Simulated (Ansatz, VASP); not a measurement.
TiO2 in VASP and in Ansatz

```
Ti O
1.0
     5.37257    0.00000    0.00000
     0.00000    5.37256    0.00000
    -2.63584    0.00000    4.84957
Ti O
4 8
Direct
  0.50000 0.37342 0.25000
  0.50000 0.62658 0.75000
  0.00000 0.87342 0.25000
  0.00000 0.12658 0.75000
  0.20728 0.87712 0.66291
  0.79272 0.12288 0.33709
  0.79272 0.87712 0.83709
  0.20728 0.12288 0.16291
  0.70728 0.37712 0.66291
  0.29272 0.62288 0.33709
  0.29272 0.37712 0.83709
  0.70728 0.62288 0.16291
```

Change from the starting cell: shear of c along a, cell held, atoms relaxed: +1.0 %.

Alike in both runs: functional PBE; k mesh 6 × 6 × 6; occupations gaussian, width 0.02 eV; no spin polarisation.

Ansatz relaxed the structure, and its values are those at the end. VASP's run is a single point on that final structure, the one shown.

|  | VASP | Ansatz |
| --- | --- | --- |
| version | VASP 6.6.1 | Ansatz 0.2.0 |
| potentials or method | VASP PAW PBE potentials, release 64 (Ti_sv, O), cutoff 520 eV | scalar-relativistic, plane waves, PAW |
| valence electrons in the cell | 96 | 96 |

|  | VASP | Ansatz | Ansatz less VASP |
| --- | --- | --- | --- |
| gap on the k mesh at the Fermi level (eV) | 2.10 | 2.13 | +0.023 |
| least direct gap on the mesh (eV) | 2.16 | 2.18 | +0.023 |
| pressure (GPa) | 0.7 | 0.0 | -0.69 |
| rms of the force components (eV/Å) | 0.009 | 0.003 | -0.0059 |

Ansatz's warnings: stress scf threshold loose.
